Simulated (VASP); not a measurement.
# Zn4Se (P-43m) in VASP: a series of runs, part 2 of 2

VASP 6.6.1. Earlier steps stand in the parts before.

### Step 3. Relaxation of cell and atoms, PBE

This run uses another cell than the first one, of 18.97 Å³/atom, 0.955 times its volume.

INCAR reads:

```
SYSTEM = Zn4Se
PREC     = Accurate       ! precision mode
ENCUT    = 600            ! plane-wave cutoff, eV
EDIFF    = 1E-6           ! SCF threshold, eV
ISMEAR   = 0              ! smearing method
SIGMA    = 0.1            ! smearing width, eV
LREAL    = .False.        ! projectors in reciprocal space
LASPH    = .True.         ! aspherical terms in the spheres
NELM     = 80             ! most SCF steps
ALGO     = Normal         ! electronic algorithm
ISIF     = 3              ! what is computed and relaxed
LWAVE    = .False.        ! write WAVECAR
LCHARG   = .False.        ! write CHGCAR
GGA      = PE             ! functional
IBRION   = 2              ! ionic algorithm
NSW      = 90             ! ionic steps
EDIFFG   = -0.04          ! ionic threshold
```

KPOINTS reads:

```
Automatic mesh
0
Gamma
  4 4 4
  0 0 0
```

POSCAR reads:

```
Zn4Se
1.0
    4.5604492300      0.0000000000      0.0000000000
    0.0000000000      4.5604492300      0.0000000000
    0.0000000000      0.0000000000      4.5604492300
Zn Se
4 1
Direct
    0.2500000000      0.2500000000      0.2500000000
    0.7500000000      0.7500000000      0.2500000000
    0.2500000000      0.7500000000      0.7500000000
    0.7500000000      0.2500000000      0.7500000000
    0.0000000000      0.0000000000      0.0000000000
```

Potentials or basis: VASP PAW PBE potentials, release 64 (Zn, Se).

Launch:

```
cat potpaw_PBE.64/Zn/POTCAR potpaw_PBE.64/Se/POTCAR > POTCAR
mpirun -np 1 vasp_std > vasp.out
```

OUTCAR:

```text
SYSTEM = Zn4Se
   PREC = Accurate
   ENCUT = 600
   EDIFF = 1E-6
   ISMEAR = 0
   LREAL = .False.
   LASPH = .True.
   NELM = 80
   ISIF = 3
   GGA = PE
   IBRION = 2
   NSW = 90
   EDIFFG = -0.04

 ion  position               nearest neighbor table
   1  0.250  0.250  0.250-   5 1.97
   2  0.750  0.750  0.250-   5 1.97
   3  0.250  0.750  0.750-   5 1.97
   4  0.750  0.250  0.750-   5 1.97
   5  0.000  0.000  0.000-   1 1.97   2 1.97   3 1.97   4 1.97

  LATTYP: Found a simple cubic cell.
 ALAT       =     4.5604492300

  Lattice vectors:

 A1 = (   4.5604492300,   0.0000000000,   0.0000000000)
 A2 = (   0.0000000000,   4.5604492300,   0.0000000000)
 A3 = (   0.0000000000,   0.0000000000,   4.5604492300)

Analysis of symmetry for initial positions (statically):
=====================================================================
 Subroutine PRICEL returns:
 Original cell was already a primitive cell.

 Routine SETGRP: Setting up the symmetry group for a
 simple cubic supercell.

 Subroutine GETGRP returns: Found 24 space group operations
 (whereof 24 operations were pure point group operations)
 out of a pool of 48 trial point group operations.

The static configuration has the point symmetry T_d .

Analysis of symmetry for dynamics (positions and initial velocities):
=====================================================================
 Subroutine PRICEL returns:
 Original cell was already a primitive cell.

 Routine SETGRP: Setting up the symmetry group for a
 simple cubic supercell.

 Subroutine GETGRP returns: Found 24 space group operations
 (whereof 24 operations were pure point group operations)
 out of a pool of 48 trial point group operations.

The dynamic configuration has the point symmetry T_d .

[... 97 lines left out ...]
   POTIM  = 0.5000    time-step for ionic-motion
   TEBEG  =    0.0;   TEEND  =   0.0 temperature during run
   PSTRESS=    0.0 pullay stress
   NELECT =      54.0000    total number of electrons
   NUPDOWN=      -1.0000    fix difference up-down
   EMIN   =  10.00;   EMAX   =-10.00  energy-range for DOS
   EFERMI =   0.00;   METHOD = LEGACY
   ISMEAR =     0;   SIGMA  =   0.10  broadening in eV -4-tet -1-fermi 0-gaus
   EFERMI_NEDOS =   21; number of points for ismear=-14 and -15
   IALGO  =     38    algorithm
   IMIX   =      4    mixing-type and parameters
     AMIX     =   0.40;   BMIX     =  1.00
     AMIX_MAG =   1.60;   BMIX_MAG =  1.00
  volume/ion in A,a.u.               =      18.97       128.01
  Fermi-wavevector in a.u.,A,eV,Ry     =   1.356850  2.564074 25.048891  1.841042
  Thomas-Fermi vector in A             =   2.483818
   LORBIT       =      0    0 simple, 1 ext, 2 COOP (PROOUT), +10 PAW based schemes
   GGA     = PE    functional components
   LHFCALC =     F    Hartree Fock is set to
   AEXX    =    0.0000 exact exchange contribution
   IVDW    =     0    specifies the selected vdW correction
   LEPSILON=     F    determine dielectric tensor
   LRPA    =     F    only Hartree local field effects (RPA)
 conjugate gradient relaxation of ions
 non-spin polarized calculation
 Gauss-broadening in eV      SIGMA  =   0.10
  energy-cutoff  :      600.00
  volume of cell :       94.85
 maximum number of plane-waves:      3184
   NGX = 19   NGY = 19   NGZ = 19

--------------------------------------- Ionic step        1  -------------------------------------------

 number of electron      54.0000051 magnetization

 Free energy of the ion-electron system (eV)
  ---------------------------------------------------
  ext. energy  EPLUGINS =         0.00000000
  ---------------------------------------------------
  free energy    TOTEN  =        -0.83632203 eV

  energy without entropy =       -0.82897190  energy(sigma->0) =       -0.83264696

------------------------ aborting loop because EDIFF is reached ----------------------------------------

  FORCE on cell =-STRESS in cart. coord.  units (eV):
  Direction    XX          YY          ZZ          XY          YZ          ZX
  --------------------------------------------------------------------------------------
  -------------------------------------------------------------------------------------
  Total       17.6174419     17.6174419     17.6174419     -0.0000000     -0.0000000      0.0000000
  in kB      297.5983749    297.5983749    297.5983749     -0.0000000     -0.0000000      0.0000000
  external PRESSURE =     297.5983749 kB  Pullay stress =       0.0000000 kB
[... 815 lines left out ...]
     31       6.2878      0.00000
     32       8.5035      0.00000

[... ionic steps 4 to 9 ...]

--------------------------------------- Ionic step       10  -------------------------------------------

 number of electron      54.0000012 magnetization

------------------------ aborting loop because EDIFF is reached ----------------------------------------
[... 73 lines left out ...]
--------------------------------------- Ionic step       12  -------------------------------------------

 number of electron      53.9999927 magnetization

 Free energy of the ion-electron system (eV)
  ---------------------------------------------------
  ext. energy  EPLUGINS =         0.00000000
  ---------------------------------------------------
  free energy    TOTEN  =        -7.57716922 eV

  energy without entropy =       -7.55603469  energy(sigma->0) =       -7.56660196

 E-fermi :   2.4289     XC(G=0): -10.1324

 val. band max:        2.4235755626   @ k =   0.2500   0.0000   0.0000
 cond. band min:       2.4296566613   @ k =   0.2500   0.2500   0.0000
 fundamental gap:      0.0060810987
 Fermi energy:         2.4289142582
[... 380 lines left out ...]
  FREE ENERGIE OF THE ION-ELECTRON SYSTEM (eV)
  ---------------------------------------------------
  free  energy   TOTEN  =        -7.5771692188 eV

  energy  without entropy=       -7.5560346913  energy(sigma->0) =       -7.56660196

 reached required accuracy - stopping structural energy minimisation
```

OSZICAR:

```text
N       E                     dE             d eps       ncg     rms          rms(c)
DAV:   1     0.375518988322E+03    0.37552E+03   -0.29622E+04   640   0.260E+03
DAV:   2     0.278556163501E+02   -0.34766E+03   -0.34152E+03   648   0.475E+02
DAV:   3    -0.941042803688E+00   -0.28797E+02   -0.28657E+02   768   0.139E+02
[... 131 lines left out ...]
DAV:   2    -0.757725740382E+01    0.72444E-03   -0.48675E-03   720   0.989E-01    0.710E-02
DAV:   3    -0.757719617512E+01    0.61229E-04   -0.12713E-04   720   0.101E-01    0.369E-02
DAV:   4    -0.757717036490E+01    0.25810E-04   -0.86530E-06   776   0.328E-02    0.759E-03
DAV:   5    -0.757716935929E+01    0.10056E-05   -0.16437E-06   448   0.135E-02    0.127E-03
DAV:   6    -0.757716921882E+01    0.14047E-06   -0.10060E-06   368   0.912E-03
  12 F= -.75771692E+01 E0= -.75666020E+01  d E =-.723075E-02
```

Wall time 2.2 min (1 thread of Intel Xeon 6975P-C (Granite Rapids), shared host); peak memory 0.23 GiB.

Results:

| Property | Result |
| --- | --- |
| Free energy | -7.5772 eV |
| Relaxed volume | 19.94 Å³/atom |
| Relaxed cell | a = 4.637 Å, b = 4.637 Å, c = 4.637 Å, α = 90.00°, β = 90.00°, γ = 90.00° |
| Space group after relaxing (to 0.05 Å) | P-43m (No. 215) |
| Energy gained by relaxing | 1348.2 meV/atom |
| Ionic steps | 12 |
| Pressure after relaxing | 0.3 GPa |
| Band gap on the k mesh | zero (band 27 reaches 3.21 eV, above the bottom of band 28 at -0.41 eV) |

The path:
```tsv
step	energy change (eV)	largest force (eV/Å)	pressure (GPa)	volume (Å³)
1	0.0000	9.2378	29.76	94.85
2	-5.0865	0.1807	-6.62	151.90
3	-5.8630	0.9435	-4.62	125.90
4	-5.8615	0.9986	-4.26	125.22
5	-6.3053	0.9193	-3.80	115.44
6	-6.3845	1.3070	8.14	89.17
7	-6.6580	0.6308	-1.53	104.59
8	-6.7198	0.0483	1.84	96.50
9	-6.7334	0.2204	0.57	99.05
10	-6.7336	0.1735	0.84	98.57
11	-6.7408	0.0593	0.26	99.79
12	-6.7408	0.0386	0.28	99.68
```

Final structure:
```
Zn Se
1.0
     4.63665    0.00000    0.00000
     0.00000    4.63665    0.00000
     0.00000    0.00000    4.63665
Zn Se
4 1
Direct
  0.30360 0.30360 0.30360
  0.69640 0.69640 0.30360
  0.30360 0.69640 0.69640
  0.69640 0.30360 0.69640
  0.00000 0.00000 0.00000
```

Levels at points of the mesh, in eV from the Fermi level:
| k point | band 23 | band 24 | band 25 | band 26 | band 27 | band 28 | band 29 | band 30 | band 31 | band 32 |
| --- | --- | --- | --- | --- | --- | --- | --- | --- | --- | --- |
| (0.00, 0.00, 0.00) | -3.88 | -3.88 | -3.88 | -0.51 | -0.51 | 1.63 | 1.63 | 1.63 | 2.54 | 6.04 |
| (0.50, 0.00, 0.00) | -3.65 | -3.65 | -3.24 | -3.20 | 0.79 | 0.79 | 1.01 | 2.14 | 4.19 | 4.97 |
| (0.50, 0.50, 0.00) | -5.72 | -5.68 | -3.36 | 0.00 | 0.00 | 0.41 | 1.72 | 1.76 | 2.63 | 2.63 |
| (0.50, 0.50, 0.50) | -4.76 | -4.76 | -4.67 | -2.84 | -2.84 | -2.84 | 4.44 | 4.44 | 4.44 | 6.72 |

### Step 4. Relaxation of cell and atoms, PBE

This run uses another cell than the first one, of 19.99 Å³/atom, 1.007 times its volume.

INCAR reads:

```
  ALGO = Normal
  EDIFF = 1E-6
  EDIFFG = -0.01
  ENCUT = 600
  GGA = PE
  IBRION = 2
  ISIF = 3
  ISMEAR = 0
  LASPH = True
  LCHARG = False
  LREAL = False
  LWAVE = False
  NELM = 60
  NSW = 100
  PREC = Accurate
  SIGMA = 0.1
```

KPOINTS reads:

```
k-points
0
Gamma
  8 8 8
```

POSCAR reads:

```
Zn4Se
1.0
    4.6408527061      0.0000000000      0.0000000000
    0.0000000000      4.6408527061      0.0000000000
    0.0000000000      0.0000000000      4.6408527061
Zn Se
4 1
Direct
    0.3033772616      0.3033772616      0.3033772616
    0.6966227384      0.6966227384      0.3033772616
    0.3033772616      0.6966227384      0.6966227384
    0.6966227384      0.3033772616      0.6966227384
    0.0000000000      0.0000000000      0.0000000000
```

Launch:

```
cat potpaw_PBE.64/Zn/POTCAR potpaw_PBE.64/Se/POTCAR > POTCAR
mpirun -np 1 vasp_std > vasp.out
```

It took 96 s on 1 thread of Intel Xeon 6975P-C (Granite Rapids), shared host; peak memory 0.31 GiB.

The run converged. Its results:

- Free energy: -7.5528 eV
- Relaxed volume: 19.95 Å³/atom
- Relaxed cell: a = 4.637 Å, b = 4.637 Å, c = 4.637 Å, α = 90.00°, β = 90.00°, γ = 90.00°
- Space group after relaxing (to 0.05 Å): P-43m (No. 215)
- Energy gained by relaxing: 0.0 meV/atom
- Ionic steps: 2
- Pressure after relaxing: 0.0 GPa
- Largest force after relaxing: 0.007 eV/Å
- Band gap on the k mesh: zero (band 27 reaches 3.22 eV, above the bottom of band 28 at -0.41 eV)

Forces on the atoms (eV/Å):
```
Zn  -0.004 -0.004 -0.004
Zn   0.004  0.004 -0.004
Zn  -0.004  0.004  0.004
Zn   0.004 -0.004  0.004
Se   0.000  0.000  0.000
```

Step by step:
| step | energy change (eV) | largest force (eV/Å) | pressure (GPa) | volume (Å³) |
| --- | --- | --- | --- | --- |
| 1 | 0.0000 | 0.0207 | -0.13 | 99.95 |
| 2 | -0.0001 | 0.0065 | -0.04 | 99.73 |

Final structure:
```yaml
crystal:
  lattice:
    - [4.63735, 0.00000, 0.00000]
    - [0.00000, 4.63735, 0.00000]
    - [0.00000, 0.00000, 4.63735]
  atoms:
    - { symbol: Zn, position: [0.30325, 0.30325, 0.30325] }
    - { symbol: Zn, position: [0.69675, 0.69675, 0.30325] }
    - { symbol: Zn, position: [0.30325, 0.69675, 0.69675] }
    - { symbol: Zn, position: [0.69675, 0.30325, 0.69675] }
    - { symbol: Se, position: [0.00000, 0.00000, 0.00000] }
```

Levels at points of the mesh, in eV from the Fermi level:
| k point | band 25 | band 26 | band 27 | band 28 | band 29 | band 30 |
| --- | --- | --- | --- | --- | --- | --- |
| (0.00, 0.00, 0.00) | -3.79 | -0.41 | -0.41 | 1.73 | 1.73 | 1.73 |
| (0.50, 0.00, 0.00) | -3.14 | -3.10 | 0.89 | 0.89 | 1.11 | 2.24 |
| (0.50, 0.50, 0.00) | -3.28 | 0.10 | 0.10 | 0.51 | 1.83 | 1.87 |
| (0.50, 0.50, 0.50) | -4.55 | -2.74 | -2.74 | -2.74 | 4.54 | 4.54 |

### Step 5. The runs side by side

| task | cell | k mesh | cutoff (eV) | gap on the mesh (eV) | pressure (GPa) | relaxed volume (Å³/atom) |
| --- | --- | --- | --- | --- | --- | --- |
| single point | a = 4.631 Å, 5 atoms | 8 × 8 × 8 | 520 | none | 0.2 | - |
| relaxation of cell and atoms | relaxed from a = 4.560 Å, 5 atoms | 4 × 4 × 4 | 600 | none | 0.3 | 19.94 |
| relaxation of cell and atoms | relaxed from a = 4.641 Å, 5 atoms | 8 × 8 × 8 | 600 | none | 0.0 | 19.95 |

Alike in all rows: level PBE; potentials or basis VASP PAW PBE potentials, release 64 (Zn, Se); no spin polarisation; smearing gaussian 0.1 eV.

Absolute energies hang on the potentials; compare differences alone.
